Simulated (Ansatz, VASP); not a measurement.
**Sn: VASP beside Ansatz**

```
Sn
1.0
     0.00000    3.36027    3.36027
     3.36027    0.00000    3.36027
     3.36027    3.36027    0.00000
Sn
2
Direct
  0.00000 0.00000 0.00000
  0.25000 0.25000 0.25000
```

Alike in both runs: task single point; functional PBE; k mesh 12 × 12 × 12; occupations gaussian, width 0.1 eV; no spin polarisation.

|  | VASP | Ansatz |
| --- | --- | --- |
| version | VASP 6.6.1 | Ansatz 0.2.0 |
| potentials or method | VASP PAW PBE potentials, release 64 (Sn_d), cutoff 520 eV | scalar-relativistic, plane waves, PAW |
| valence electrons in the cell | 28 | 28 |

|  | VASP | Ansatz | Ansatz less VASP |
| --- | --- | --- | --- |
| gap on the k mesh at the Fermi level (eV) | none | none | - |
| pressure (GPa) | -1.0 | -1.0 | +0.06 |

A gap of «none» marks a metal or a gap that the smearing closes. With one functional, cell and mesh, what is left measures potentials, basis and numerics.
